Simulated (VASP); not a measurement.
# Sb in VASP: single point with PBE+D3(BJ)

Aim: the single point of Sb with PBE+D3(BJ).

Program: VASP 6.6.1. These are calculated values, not measurements. Logs are shortened: lines on timing, memory, paths and dates and some standing lists are left out, and cuts for length are marked.

### 1 The cell of the first run

The cell holds a slab with vacuum, 6 atoms: a = 7.083 Å, b = 7.083 Å, c = 22.310 Å, α = 90.00°, β = 90.00°, γ = 120.00°.

### 2 Single point, PBE+D3(BJ)

File INCAR:

```
ALGO = Normal
DIPOL = 0.5 0.5 0.625
EDIFF = 1E-6
ENCUT = 400
GGA = PE
GGA_COMPAT = F
IDIPOL = 3
ISIF = 2
ISMEAR = 0
IVDW = 12
LASPH = T
LCHARG = F
LDIPOL = T
LREAL = F
LWAVE = F
NBANDS = 24
NELM = 120
NELMDL = -8
PREC = Accurate
SIGMA = 0.04
```

File KPOINTS:

```
k-points
0
Gamma
  6 6 1
```

File POSCAR:

```
Sb
1.0
    7.0829119434      0.0000000000      0.0000000000
   -3.5414559717      6.1339816757      0.0000000000
    0.0000000000      0.0000000000     22.3100000000
Sb
6
Direct
    0.6666670000      0.6666670000      0.5880936205
    0.3400533555      0.9965512031      0.5877009561
    1.0111509259      0.3354869876      0.5875683948
    0.3389264231      0.3290593460      0.6618395087
    1.0028047230      0.6656816242      0.6606121616
    0.6761904096      1.0039383473      0.6616135328
```

Potentials or basis: VASP PAW PBE potentials, release 64 (Sb).

The run is started by

```bash
$ cat potpaw_PBE.64/Sb/POTCAR > POTCAR
$ mpirun -np 1 vasp_std > vasp.out
```

OUTCAR:

```text
EDIFF = 1E-6
   ENCUT = 400
   GGA = PE
   ISIF = 2
   ISMEAR = 0
   IVDW = 12
   LASPH = T
   LREAL = F
   NELM = 120
   NELMDL = -8
   PREC = Accurate
 IVDW          = 12

 ion  position               nearest neighbor table
   1  0.667  0.667  0.588-   6 2.87   4 2.87   5 2.88
   2  0.340  0.997  0.588-   5 2.87   6 2.88   4 2.88
   3  0.011  0.335  0.588-   4 2.87   5 2.88   6 2.88
   4  0.339  0.329  0.662-   3 2.87   1 2.87   2 2.88
   5  0.003  0.666  0.661-   2 2.87   3 2.88   1 2.88
   6  0.676  0.004  0.662-   1 2.87   2 2.88   3 2.88

  LATTYP: Found a hexagonal cell.
 ALAT       =     7.0829119434
 C/A-ratio  =     3.1498344436

  Lattice vectors:

 A1 = (   7.0829119434,   0.0000000000,   0.0000000000)
 A2 = (  -3.5414559717,   6.1339816757,   0.0000000000)
 A3 = (   0.0000000000,   0.0000000000,  22.3100000000)

Analysis of symmetry for initial positions (statically):
=====================================================================
 Subroutine PRICEL returns:
 Original cell was already a primitive cell.

 Routine SETGRP: Setting up the symmetry group for a
 hexagonal supercell.

 Subroutine GETGRP returns: Found  1 space group operations
 (whereof  1 operations were pure point group operations)
 out of a pool of 24 trial point group operations.

The static configuration has the point symmetry C_1 .

Analysis of symmetry for dynamics (positions and initial velocities):
=====================================================================
 Subroutine PRICEL returns:
 Original cell was already a primitive cell.

 Routine SETGRP: Setting up the symmetry group for a
 hexagonal supercell.

 Subroutine GETGRP returns: Found  1 space group operations
 (whereof  1 operations were pure point group operations)
 out of a pool of 24 trial point group operations.

The dynamic configuration has the point symmetry C_1 .

 Subroutine INISYM returns: Found  1 space group operations
 (whereof  1 operations are pure point group operations),
 and found     1 'primitive' translations

----------------------------------------------------------------------------------------

                                     Primitive cell

  volume of cell :     969.2903

  direct lattice vectors                    reciprocal lattice vectors
     7.082911943  0.000000000  0.000000000     0.141184870  0.081513123  0.000000000
    -3.541455972  6.133981676  0.000000000     0.000000000  0.163026245  0.000000000
     0.000000000  0.000000000 22.310000000     0.000000000  0.000000000  0.044822949

  length of vectors
     7.082911943  7.082911943 22.310000000     0.163026245  0.163026245  0.044822949

  position of ions in fractional coordinates (direct lattice)
     0.666667000  0.666667000  0.588093620
     0.340053355  0.996551203  0.587700956
     0.011150926  0.335486988  0.587568395
     0.338926423  0.329059346  0.661839509
     0.002804723  0.665681624  0.660612162
     0.676190410  0.003938347  0.661613533

  ion indices of the primitive-cell ions
   primitive index   ion index
                 1           1
                 2           2
                 3           3
                 4           4
                 5           5
                 6           6

----------------------------------------------------------------------------------------

 KPOINTS: k-points

Automatic generation of k-mesh.
 Grid dimensions read from file:
 generate k-points for:    6    6    1

 Generating k-lattice:

  Cartesian coordinates                     Fractional coordinates (reciprocal lattice)
     0.023530812  0.013585520  0.000000000     0.166666667  0.000000000  0.000000000
     0.000000000  0.027171041  0.000000000     0.000000000  0.166666667  0.000000000
     0.000000000  0.000000000  0.044822949     0.000000000  0.000000000  1.000000000

  Length of vectors
     0.027171041  0.027171041  0.044822949

  Shift w.r.t. Gamma in fractional coordinates (k-lattice)
     0.000000000  0.000000000  0.000000000

 Subroutine IBZKPT returns following result:
 ===========================================

 Found     20 irreducible k-points:

 Following reciprocal coordinates:
            Coordinates               Weight
  0.000000  0.000000  0.000000      1.000000
  0.166667 -0.000000  0.000000      2.000000
  0.000000  0.166667  0.000000      2.000000
 -0.166667  0.166667  0.000000      2.000000
  0.333333 -0.000000  0.000000      2.000000
  0.000000  0.333333  0.000000      2.000000
[... 12 lines left out ...]
  0.500000 -0.166667  0.000000      2.000000
  0.333333  0.333333  0.000000      2.000000
   k-points           NKPTS =     20   k-points in BZ     NKDIM =     20   number of bands    NBANDS=     24
   number of dos      NEDOS =    301   number of ions     NIONS =      6
   total plane-waves  NPLWV = 345600
   dimension x,y,z NGX =    48 NGY =   48 NGZ =  150
   dimension x,y,z NGXF=    96 NGYF=   96 NGZF=  300
   ions per type =               6
   NGX,Y,Z   is equivalent  to a cutoff of  11.27, 11.27, 11.18 a.u.
   NGXF,Y,Z  is equivalent  to a cutoff of  22.53, 22.53, 22.35 a.u.
 SYSTEM =  unknown system
   PREC   = accura    normal or accurate (medium, high low for compatibility)
   ISTART =      0    job   : 0-new  1-cont  2-samecut
   ICHARG =      2    charge: 1-file 2-atom 10-const
   ISPIN  =      1    spin polarized calculation?
   LNONCOLLINEAR =      F non collinear calculations
   LSORBIT =      F    spin-orbit coupling
   LASPH  =      T    aspherical Exc in radial PAW
   ENCUT  =  400.0 eV  29.40 Ry    5.42 a.u.  11.55 11.55 36.38*2*pi/ulx,y,z
   NELM   =    120;   NELMIN=  2; NELMDL= -8     # of ELM steps
   EDIFF  = 0.1E-05   stopping-criterion for ELM
   LREAL  =      F    real-space projection
   EDIFFG = 0.1E-04   stopping-criterion for IOM
   NSW    =      0    number of steps for IOM
   IBRION =     -1    ionic relax: 0-MD 1-quasi-New 2-CG
   NFREE  =      0    steps in history (QN), initial steepest desc. (CG)
   ISIF   =      2    stress and relaxation
   ISYM   =      2    0-nonsym 1-usesym 2-fastsym
   POTIM  = 0.5000    time-step for ionic-motion
   TEBEG  =    0.0;   TEEND  =   0.0 temperature during run
   PSTRESS=    0.0 pullay stress
   NELECT =      30.0000    total number of electrons
   NUPDOWN=      -1.0000    fix difference up-down
   EMIN   =  10.00;   EMAX   =-10.00  energy-range for DOS
   EFERMI =   0.00;   METHOD = LEGACY
   ISMEAR =     0;   SIGMA  =   0.04  broadening in eV -4-tet -1-fermi 0-gaus
   EFERMI_NEDOS =   21; number of points for ismear=-14 and -15
   IALGO  =     38    algorithm
   IMIX   =      4    mixing-type and parameters
     AMIX     =   0.40;   BMIX     =  1.00
     AMIX_MAG =   1.60;   BMIX_MAG =  1.00
  volume/ion in A,a.u.               =     161.55      1090.18
  Fermi-wavevector in a.u.,A,eV,Ry     =   0.514001  0.971321  3.594619  0.264197
  Thomas-Fermi vector in A             =   1.528748
   LORBIT       =      0    0 simple, 1 ext, 2 COOP (PROOUT), +10 PAW based schemes
   GGA     = PE    functional components
   LHFCALC =     F    Hartree Fock is set to
   AEXX    =    0.0000 exact exchange contribution
   IVDW    =    12    specifies the selected vdW correction
   LEPSILON=     F    determine dielectric tensor
   LRPA    =     F    only Hartree local field effects (RPA)
 non-spin polarized calculation
 Gauss-broadening in eV      SIGMA  =   0.04
  energy-cutoff  :      400.00
  volume of cell :      969.29
 maximum number of plane-waves:     17646
 NGX is ok and might be reduce to    48
   NGX = 23   NGY = 23   NGZ = 73

 dipolmoment           0.000000      0.000000     -0.000002 electrons x Angstroem

 number of electron      29.9999997 magnetization

 dipolmoment           0.000000      0.000000      0.000014 electrons x Angstroem

 Free energy of the ion-electron system (eV)
  ---------------------------------------------------
  ext. energy  EPLUGINS =         0.00000000
  ---------------------------------------------------
  free energy    TOTEN  =       -24.30606689 eV

  energy without entropy =      -24.30606689  energy(sigma->0) =      -24.30606689

 E-fermi :  -2.4569     XC(G=0):  -2.4308

 val. band max:       -2.6651532734   @ k =   0.0000   0.0000   0.0000
 cond. band min:      -1.4462989649   @ k =   0.3333   0.3333   0.0000
 fundamental gap:      1.2188543084
 Fermi energy:        -2.4568959287

 k-point     1 :       0.0000    0.0000    0.0000
  band No.  band energies     occupation
      1     -14.0663      2.00000
      2     -11.2176      2.00000
      3     -11.2127      2.00000
      4     -11.1879      2.00000
      5     -11.1827      2.00000
      6      -9.0134      2.00000
[... 16 lines left out ...]
     23       0.9176      0.00000
     24       0.9404      0.00000

 k-point     2 :       0.1667   -0.0000    0.0000
  band No.  band energies     occupation
      1     -13.9661      2.00000
      2     -11.8584      2.00000
      3     -11.6937      2.00000
      4     -10.7496      2.00000
      5     -10.5592      2.00000
      6      -9.0061      2.00000
[... 16 lines left out ...]
     23       0.7493      0.00000
     24       1.1839      0.00000

 k-point     3 :       0.0000    0.1667    0.0000
  band No.  band energies     occupation
      1     -13.9661      2.00000
      2     -11.8583      2.00000
      3     -11.6939      2.00000
      4     -10.7489      2.00000
      5     -10.5597      2.00000
      6      -9.0063      2.00000
[... 16 lines left out ...]
     23       0.7513      0.00000
     24       1.1829      0.00000
[... 406 lines left out ...]
 k-point    19 :       0.5000   -0.1667    0.0000
  band No.  band energies     occupation
      1     -13.3813      2.00000
      2     -12.8324      2.00000
      3     -12.3771      2.00000
      4     -10.1741      2.00000
      5      -9.6423      2.00000
      6      -9.1864      2.00000
[... 16 lines left out ...]
     23       0.8027      0.00000
     24       0.9205      0.00000

 k-point    20 :       0.3333    0.3333    0.0000
  band No.  band energies     occupation
      1     -12.9396      2.00000
      2     -12.9273      2.00000
      3     -12.9115      2.00000
      4      -9.5931      2.00000
      5      -9.5845      2.00000
      6      -9.5769      2.00000
[... 16 lines left out ...]
     23       0.9321      0.00000
     24       0.9395      0.00000

------------------------ aborting loop because EDIFF is reached ----------------------------------------

 vacuum level on the upper side and lower side of the slab       (xc-potential included)        -0.008        -0.007

 Edisp (eV)   -1.40562

 E8    (eV) :    -0.6993

  FORCE on cell =-STRESS in cart. coord.  units (eV):
  Direction    XX          YY          ZZ          XY          YZ          ZX
  --------------------------------------------------------------------------------------
  -------------------------------------------------------------------------------------
  Total      -0.48166    -0.47612     0.46284    -0.00027     0.00133    -0.00174
  in kB      -0.79615    -0.78699     0.76505    -0.00044     0.00219    -0.00287
  external pressure =       -0.27 kB  Pullay stress =        0.00 kB

 VOLUME and BASIS-vectors are now :
 -----------------------------------------------------------------------------
  energy-cutoff  :      400.00
  volume of cell :      969.29
      direct lattice vectors                 reciprocal lattice vectors
     7.082911943  0.000000000  0.000000000     0.141184870  0.081513123  0.000000000
    -3.541455972  6.133981676  0.000000000     0.000000000  0.163026245  0.000000000
     0.000000000  0.000000000 22.310000000     0.000000000  0.000000000  0.044822949

 POSITION                                       TOTAL-FORCE (eV/Angst)
 -----------------------------------------------------------------------------------
      2.36097      4.08932     13.12037         0.104110     -0.020509     -0.108584
     -1.12067      6.11283     13.11161        -0.032324      0.085773     -0.094512
     -1.10913      2.05787     13.10865        -0.070427     -0.065898     -0.092760
      1.23524      2.01844     14.76564        -0.005425      0.023849      0.088932
     -2.33762      4.08328     14.73826         0.023081     -0.005617      0.112724
      4.77545      0.02416     14.76060        -0.019016     -0.017598      0.094200
 -----------------------------------------------------------------------------------
    total drift:                                0.000008     -0.000019     -0.000253

  FREE ENERGIE OF THE ION-ELECTRON SYSTEM (eV)
  ---------------------------------------------------
  free  energy   TOTEN  =       -25.7116822184 eV

  energy  without entropy=      -25.7116822184  energy(sigma->0) =      -25.71168222

 vacuum level on the upper side and lower side of the slab         2.095         2.101
```

Run time: 16 min. Hardware: 1 thread of Oxide Virtual Turin-like, shared host; peak memory 0.73 GiB.

What came out:

* Free energy: -25.7117 eV
* Largest force: 0.152 eV/Å
* Band gap on the k mesh: 1.22 eV
* Dispersion energy per atom: -0.234 eV

Forces on the atoms (eV/Å):
```
Sb   0.104 -0.021 -0.109
Sb  -0.032  0.086 -0.095
Sb  -0.070 -0.066 -0.093
Sb  -0.005  0.024  0.089
Sb   0.023 -0.006  0.113
Sb  -0.019 -0.018  0.094
```

Levels at points of the mesh, in eV from the valence-band top:
```tsv
k point	band 13	band 14	band 15	band 16	band 17	band 18
(0.00, 0.00, 0.00)	-0.67	0.00	0.00	1.44	1.46	1.60
(0.50, 0.00, 0.00)	-1.52	-0.57	-0.55	1.60	2.16	2.17
(0.00, 0.50, 0.00)	-1.52	-0.58	-0.54	1.60	2.17	2.17
(0.50, 0.50, 0.00)	-1.52	-0.57	-0.54	1.60	2.16	2.18
```

Caveat: spin-orbit coupling is left out, which moves the levels of the heavy elements.
